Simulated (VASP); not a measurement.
# Zn in VASP: further runs

Runs on Zn. Level: PBE. Tasks: single point.

All numbers are computed with VASP 6.6.1; they aren't measurements. Logs are shortened: lines on timing, memory, paths and dates and some standing lists are left out, and cuts for length are marked.

## (1) The cell of the first run

It takes space group Fm-3m (No. 225, cubic). The conventional cell has a = 3.929 Å, b = 3.929 Å, c = 3.929 Å, α = 90.00°, β = 90.00°, γ = 90.00°. Within 3.7 Å of Zn (site symmetry m-3m) lie 12 Zn at 2.78 Å.

This isn't the form of Zn at room conditions, which is hcp.

## (2) Single point, PBE

Contents of INCAR:

```
SYSTEM = Zn
  PREC = Accurate
  ENCUT = 520
  EDIFF = 1E-6
  ISMEAR = 0
  SIGMA = 0.15
  LREAL = .FALSE.
  LASPH = .TRUE.
  NELM = 100
  ALGO = Normal
  ISIF = 2
  LWAVE = .FALSE.
  LCHARG = .TRUE.
  GGA = PE
  LELF = .TRUE.
  LVHAR = .TRUE.
  NBANDS = 12
```

Contents of KPOINTS:

```
regular mesh
0
G
  20 20 20
  0 0 0
```

Contents of POSCAR:

```
Zn
1.0
    0.0000000000      1.9643393415      1.9643393415
    1.9643393415      0.0000000000      1.9643393415
    1.9643393415      1.9643393415      0.0000000000
Zn
1
Direct
    0.0000000000      0.0000000000      0.0000000000
```

Potentials or basis: VASP PAW PBE potentials, release 64 (Zn).

Started as:

```
$ cat potpaw_PBE.64/Zn/POTCAR > POTCAR
$ mpirun -np 1 vasp_std > vasp.out
```

OUTCAR:

```text
SYSTEM = Zn
   PREC = Accurate
   ENCUT = 520
   EDIFF = 1E-6
   ISMEAR = 0
   LREAL = .FALSE.
   LASPH = .TRUE.
   NELM = 100
   ISIF = 2
   GGA = PE

 ion  position               nearest neighbor table
   1  0.000  0.000  0.000-

  LATTYP: Found a face centered cubic cell.
 ALAT       =     3.9286786830

  Lattice vectors:

 A1 = (   0.0000000000,   1.9643393415,   1.9643393415)
 A2 = (   1.9643393415,   0.0000000000,   1.9643393415)
 A3 = (   1.9643393415,   1.9643393415,   0.0000000000)

Analysis of symmetry for initial positions (statically):
=====================================================================
 Subroutine PRICEL returns:
 Original cell was already a primitive cell.

 Routine SETGRP: Setting up the symmetry group for a
 face centered cubic supercell.

 Subroutine GETGRP returns: Found 48 space group operations
 (whereof 48 operations were pure point group operations)
 out of a pool of 48 trial point group operations.

The static configuration has the point symmetry O_h .

Analysis of symmetry for dynamics (positions and initial velocities):
=====================================================================
 Subroutine PRICEL returns:
 Original cell was already a primitive cell.

 Routine SETGRP: Setting up the symmetry group for a
 face centered cubic supercell.

 Subroutine GETGRP returns: Found 48 space group operations
 (whereof 48 operations were pure point group operations)
 out of a pool of 48 trial point group operations.

The dynamic configuration has the point symmetry O_h .

 Subroutine INISYM returns: Found 48 space group operations
 (whereof 48 operations are pure point group operations),
 and found     1 'primitive' translations

----------------------------------------------------------------------------------------

                                     Primitive cell

  volume of cell :      15.1593

  direct lattice vectors                    reciprocal lattice vectors
     0.000000000  1.964339341  1.964339341    -0.254538505  0.254538505  0.254538505
     1.964339341  0.000000000  1.964339341     0.254538505 -0.254538505  0.254538505
     1.964339341  1.964339341  0.000000000     0.254538505  0.254538505 -0.254538505

  length of vectors
     2.777995338  2.777995338  2.777995338     0.440873624  0.440873624  0.440873624

  position of ions in fractional coordinates (direct lattice)
     0.000000000  0.000000000  0.000000000

  ion indices of the primitive-cell ions
   primitive index   ion index
                 1           1

----------------------------------------------------------------------------------------

 KPOINTS: regular mesh

Automatic generation of k-mesh.
 Grid dimensions read from file:
 generate k-points for:   20   20   20

 Generating k-lattice:

  Cartesian coordinates                     Fractional coordinates (reciprocal lattice)
    -0.012726925  0.012726925  0.012726925     0.050000000  0.000000000  0.000000000
     0.012726925 -0.012726925  0.012726925     0.000000000  0.050000000  0.000000000
     0.012726925  0.012726925 -0.012726925     0.000000000  0.000000000  0.050000000

  Length of vectors
     0.022043681  0.022043681  0.022043681

  Shift w.r.t. Gamma in fractional coordinates (k-lattice)
     0.000000000  0.000000000  0.000000000

 Subroutine IBZKPT returns following result:
 ===========================================

 Found    256 irreducible k-points:

 Following reciprocal coordinates:
            Coordinates               Weight
  0.000000  0.000000  0.000000      1.000000
  0.050000  0.000000  0.000000      8.000000
  0.100000  0.000000  0.000000      8.000000
  0.150000  0.000000  0.000000      8.000000
  0.200000  0.000000  0.000000      8.000000
  0.250000  0.000000  0.000000      8.000000
[... 16 lines left out ...]
 -0.400000  0.050000  0.000000     24.000000
 -0.350000  0.050000  0.000000     24.000000
 [... further k-points ...]
   k-points           NKPTS =    256   k-points in BZ     NKDIM =    256   number of bands    NBANDS=     12
   number of dos      NEDOS =    301   number of ions     NIONS =      1
   total plane-waves  NPLWV =  13824
   dimension x,y,z NGX =    24 NGY =   24 NGZ =   24
   dimension x,y,z NGXF=    48 NGYF=   48 NGZF=   48
   ions per type =               1
   NGX,Y,Z   is equivalent  to a cutoff of  14.36, 14.36, 14.36 a.u.
   NGXF,Y,Z  is equivalent  to a cutoff of  28.73, 28.73, 28.73 a.u.
 SYSTEM =  Zn
   PREC   = accura    normal or accurate (medium, high low for compatibility)
   ISTART =      0    job   : 0-new  1-cont  2-samecut
   ICHARG =      2    charge: 1-file 2-atom 10-const
   ISPIN  =      1    spin polarized calculation?
   LNONCOLLINEAR =      F non collinear calculations
   LSORBIT =      F    spin-orbit coupling
   LASPH  =      T    aspherical Exc in radial PAW
   ENCUT  =  520.0 eV  38.22 Ry    6.18 a.u.   5.17  5.17  5.17*2*pi/ulx,y,z
   NELM   =    100;   NELMIN=  2; NELMDL= -5     # of ELM steps
   EDIFF  = 0.1E-05   stopping-criterion for ELM
   LREAL  =      F    real-space projection
   EDIFFG = 0.1E-04   stopping-criterion for IOM
   NSW    =      0    number of steps for IOM
   IBRION =     -1    ionic relax: 0-MD 1-quasi-New 2-CG
   NFREE  =      0    steps in history (QN), initial steepest desc. (CG)
   ISIF   =      2    stress and relaxation
   ISYM   =      2    0-nonsym 1-usesym 2-fastsym
   POTIM  = 0.5000    time-step for ionic-motion
   TEBEG  =    0.0;   TEEND  =   0.0 temperature during run
   PSTRESS=    0.0 pullay stress
   NELECT =      12.0000    total number of electrons
   NUPDOWN=      -1.0000    fix difference up-down
   EMIN   =  10.00;   EMAX   =-10.00  energy-range for DOS
   EFERMI =   0.00;   METHOD = LEGACY
   ISMEAR =     0;   SIGMA  =   0.15  broadening in eV -4-tet -1-fermi 0-gaus
   EFERMI_NEDOS =   21; number of points for ismear=-14 and -15
   IALGO  =     38    algorithm
   IMIX   =      4    mixing-type and parameters
     AMIX     =   0.40;   BMIX     =  1.00
     AMIX_MAG =   1.60;   BMIX_MAG =  1.00
  volume/ion in A,a.u.               =      15.16       102.30
  Fermi-wavevector in a.u.,A,eV,Ry     =   1.514405  2.861811 31.203912  2.293423
  Thomas-Fermi vector in A             =   2.624067
   LORBIT       =      0    0 simple, 1 ext, 2 COOP (PROOUT), +10 PAW based schemes
   GGA     = PE    functional components
   LHFCALC =     F    Hartree Fock is set to
   AEXX    =    0.0000 exact exchange contribution
   IVDW    =     0    specifies the selected vdW correction
   LEPSILON=     F    determine dielectric tensor
   LRPA    =     F    only Hartree local field effects (RPA)
 non-spin polarized calculation
 Gauss-broadening in eV      SIGMA  =   0.15
  energy-cutoff  :      520.00
  volume of cell :       15.16
 maximum number of plane-waves:       420
 NGX is ok and might be reduce to    24
   NGX = 11   NGY = 11   NGZ = 11

 number of electron      12.0000008 magnetization

 Free energy of the ion-electron system (eV)
  ---------------------------------------------------
  ext. energy  EPLUGINS =         0.00000000
  ---------------------------------------------------
  free energy    TOTEN  =        -1.08857505 eV

  energy without entropy =       -1.08624222  energy(sigma->0) =       -1.08740864

 E-fermi :   3.1029     XC(G=0): -11.5802

 val. band max:        3.0406398864   @ k =  -0.3500   0.4500   0.2000
 cond. band min:       3.1544191356   @ k =  -0.4000   0.2000   0.0000
 fundamental gap:      0.1137792492
 Fermi energy:         3.1028982108

 k-point     1 :       0.0000    0.0000    0.0000
  band No.  band energies     occupation
      1      -7.2710      2.00000
      2      -4.5330      2.00000
      3      -4.5330      2.00000
      4      -4.5330      2.00000
      5      -4.1531      2.00000
      6      -4.1531      2.00000
      7      21.3682      0.00000
      8      21.3682      0.00000
      9      21.3682      0.00000
     10      21.9858      0.00000
     11      24.1442      0.00000
     12      24.1442      0.00000

 k-point     2 :       0.0500    0.0000    0.0000
  band No.  band energies     occupation
      1      -7.1953      2.00000
      2      -4.5394      2.00000
      3      -4.5243      2.00000
      4      -4.5243      2.00000
      5      -4.1557      2.00000
      6      -4.1557      2.00000
      7      19.8870      0.00000
      8      21.1073      0.00000
      9      21.1073      0.00000
     10      21.8068      0.00000
     11      24.5331      0.00000
     12      24.5331      0.00000

 k-point     3 :       0.1000    0.0000    0.0000
  band No.  band energies     occupation
      1      -6.9710      2.00000
      2      -4.5551      2.00000
      3      -4.5008      2.00000
      4      -4.5008      2.00000
      5      -4.1610      2.00000
      6      -4.1610      2.00000
      7      17.4664      0.00000
      8      20.5708      0.00000
      9      20.5708      0.00000
     10      21.7113      0.00000
     11      25.4504      0.00000
     12      25.4504      0.00000
[... 286 lines left out ...]
 k-point    23 :      -0.4000    0.0500    0.0000
  band No.  band energies     occupation
      1      -5.2347      2.00000
      2      -4.5298      2.00000
      3      -4.5120      2.00000
      4      -3.9288      2.00000
      5      -3.9262      2.00000
      6      -1.4218      2.00000
      7       3.8844      0.00000
      8      17.0217      0.00000
      9      18.6236      0.00000
     10      20.2903      0.00000
     11      22.3292      0.00000
     12      23.5360      0.00000

 k-point    24 :      -0.3500    0.0500    0.0000
  band No.  band energies     occupation
      1      -5.2354      2.00000
      2      -4.5081      2.00000
      3      -4.4924      2.00000
      4      -3.9864      2.00000
      5      -3.9824      2.00000
      6      -2.5582      2.00000
      7       5.6901      0.00000
      8      16.9382      0.00000
      9      19.1148      0.00000
     10      20.7090      0.00000
     11      22.5000      0.00000
     12      23.7447      0.00000

 [... further k-points ...]
[... 5 lines left out ...]
  --------------------------------------------------------------------------------------
  -------------------------------------------------------------------------------------
  Total        0.0389876      0.0389876      0.0389876     -0.0000000      0.0000000     -0.0000000
  in kB        4.1205724      4.1205724      4.1205724     -0.0000000      0.0000000     -0.0000000
  external PRESSURE =       4.1205724 kB  Pullay stress =       0.0000000 kB

 VOLUME and BASIS-vectors are now :
 -----------------------------------------------------------------------------
  energy-cutoff  :      520.00
  volume of cell :       15.16
      direct lattice vectors                 reciprocal lattice vectors
     0.000000000  1.964339341  1.964339341    -0.254538505  0.254538505  0.254538505
     1.964339341  0.000000000  1.964339341     0.254538505 -0.254538505  0.254538505
     1.964339341  1.964339341  0.000000000     0.254538505  0.254538505 -0.254538505

 POSITION                                       TOTAL-FORCE (eV/Angst)
 -----------------------------------------------------------------------------------
      0.00000      0.00000      0.00000         0.000000      0.000000      0.000000
 -----------------------------------------------------------------------------------
    total drift:                               -0.000000     -0.000000     -0.000000

  FREE ENERGIE OF THE ION-ELECTRON SYSTEM (eV)
  ---------------------------------------------------
  free  energy   TOTEN  =        -1.0885750538 eV

  energy  without entropy=       -1.0862422233  energy(sigma->0) =       -1.08740864
```

It took 12 s on 1 thread of Intel Xeon 6975P-C (Granite Rapids), shared host; peak memory 0.16 GiB.

What came out:

```
Free energy            : -1.0886 eV
Pressure               : 0.4 GPa
Band gap on the k mesh : zero (bands 6 and 7 overlap by 3.63 eV)
```

## (3) Single point, PBE (engineering shear strain xy +0.0000, normal strain along z -0.0233)

Contents of INCAR:

```
SYSTEM = Zn
PREC = Accurate ; ENCUT = 520
EDIFF = 1E-6 ; ISMEAR = 0
SIGMA = 0.15 ; LREAL = .FALSE.
LASPH = .TRUE. ; NELM = 80
ALGO = Normal ; ISIF = 2
LWAVE = .FALSE. ; LCHARG = .FALSE.
GGA = PE ; NBANDS = 12
```

Contents of KPOINTS:

```
Automatic mesh
0
G
  20 20 20
  0 0 0
```

Contents of POSCAR:

```
Zn
1.0
    0.0000000000      1.9643393415      1.9185702348
    1.9643393415      0.0000000000      1.9185702348
    1.9643393415      1.9643393415      0.0000000000
Zn
1
Direct
    0.0000000000      0.0000000000      0.0000000000
```

Potentials or basis: VASP PAW PBE potentials, release 64 (Zn).

Started as:

```
$ cat potpaw_PBE.64/Zn/POTCAR > POTCAR
$ mpirun -np 1 vasp_std > vasp.out
```

OUTCAR:

```text
SYSTEM = Zn
   PREC = Accurate
   ENCUT = 520
   EDIFF = 1E-6
   ISMEAR = 0
   LREAL = .FALSE.
   LASPH = .TRUE.
   NELM = 80
   ISIF = 2
   GGA = PE

 ion  position               nearest neighbor table
   1  0.000  0.000  0.000-

  LATTYP: Found a body centered tetragonal cell.
 ALAT       =     2.7779953379
 C/A-ratio  =     1.3812623863

  Lattice vectors:

 A1 = (   0.0000000000,  -1.9643393415,  -1.9185702348)
 A2 = (   0.0000000000,   1.9643393415,  -1.9185702348)
 A3 = (   1.9643393415,   0.0000000000,   1.9185702348)

Analysis of symmetry for initial positions (statically):
=====================================================================
 Subroutine PRICEL returns:
 Original cell was already a primitive cell.

 Routine SETGRP: Setting up the symmetry group for a
 body centered tetragonal supercell.

 Subroutine GETGRP returns: Found 16 space group operations
 (whereof 16 operations were pure point group operations)
 out of a pool of 16 trial point group operations.

The static configuration has the point symmetry D_4h.

[... 167 lines left out ...]
      1      -7.2912      2.00000
      2      -4.4461      2.00000
      3      -4.4461      2.00000
      4      -4.3843      2.00000
      5      -4.0574      2.00000
      6      -4.0011      2.00000
      7      21.8271      0.00000
      8      21.9001      0.00000
      9      21.9001      0.00000
     10      22.3434      0.00000
     11      24.6110      0.00000
     12      24.6137      0.00000
[... 331 lines left out ...]
 k-point    24 :      -0.3500    0.0500    0.0000
  band No.  band energies     occupation
      1      -5.1728      2.00000
      2      -4.4110      2.00000
      3      -4.3729      2.00000
      4      -3.8595      2.00000
      5      -3.8502      2.00000
      6      -2.4984      2.00000
      7       5.9584      0.00000
      8      17.7273      0.00000
      9      19.2668      0.00000
     10      20.8266      0.00000
     11      22.6495      0.00000
     12      24.1003      0.00000

 [... further k-points ...]

------------------------ aborting loop because EDIFF is reached ----------------------------------------

  FORCE on cell =-STRESS in cart. coord.  units (eV):
  Direction    XX          YY          ZZ          XY          YZ          ZX
  --------------------------------------------------------------------------------------
  -------------------------------------------------------------------------------------
  Total        0.1447696      0.1447696      0.3360485      0.0000000     -0.0000000      0.0000000
  in kB       15.6656050     15.6656050     36.3640104      0.0000000     -0.0000000      0.0000000
  external PRESSURE =      22.5650735 kB  Pullay stress =       0.0000000 kB

 VOLUME and BASIS-vectors are now :
 -----------------------------------------------------------------------------
  energy-cutoff  :      520.00
  volume of cell :       14.81
      direct lattice vectors                 reciprocal lattice vectors
     0.000000000  1.964339341  1.918570235    -0.254538505  0.254538505  0.260610736
     1.964339341  0.000000000  1.918570235     0.254538505 -0.254538505  0.260610736
     1.964339341  1.964339341  0.000000000     0.254538505  0.254538505 -0.260610736

 POSITION                                       TOTAL-FORCE (eV/Angst)
 -----------------------------------------------------------------------------------
      0.00000      0.00000      0.00000         0.000000     -0.000000      0.000000
 -----------------------------------------------------------------------------------
    total drift:                                0.000000     -0.000000      0.000000

  FREE ENERGIE OF THE ION-ELECTRON SYSTEM (eV)
  ---------------------------------------------------
  free  energy   TOTEN  =        -1.0842479667 eV

  energy  without entropy=       -1.0812526787  energy(sigma->0) =       -1.08275032
```

stdout:

```text
POSCAR found type information on POSCAR Zn
 POSCAR found :  1 types and       1 ions
 scaLAPACK will be used
 LDA part: xc-table for (Slater+PW92), standard interpolation
 POSCAR, INCAR and KPOINTS ok, starting setup
 FFT: planning ... GRIDC
 FFT: planning ... GRID_SOFT
 FFT: planning ... GRID
 WAVECAR not read
 entering main loop
```

Wall time 30 s (1 thread of Intel Xeon 6975P-C (Granite Rapids), shared host); peak memory 0.21 GiB.

Results:

```
Free energy            : -1.0842 eV
Pressure               : 2.3 GPa
Band gap on the k mesh : zero (bands 6 and 7 overlap by 3.58 eV)
```

Stress tensor (GPa, compression positive):
```
1.57 0.00 0.00
0.00 1.57 0.00
0.00 0.00 3.64
```

Levels at points of the mesh, in eV from the Fermi level:
```csv
k point,band 3,band 4,band 5,band 6,band 7,band 8,band 9,band 10
"(0.00, 0.00, 0.00)",-7.72,-7.66,-7.34,-7.28,18.55,18.62,18.62,19.06
"(0.50, 0.00, 0.00)",-7.68,-7.02,-7.00,-3.02,-1.36,15.19,15.75,17.69
"(0.50, 0.50, 0.00)",-7.03,-6.93,-6.93,-0.81,2.19,8.21,8.21,11.95
"(0.50, 0.00, 0.50)",-7.03,-6.96,-6.92,-1.21,1.61,8.64,8.76,12.36
```

Caveat: the cell differs from its parent crystal (engineering shear strain xy +0.0000, normal strain along z -0.0233).
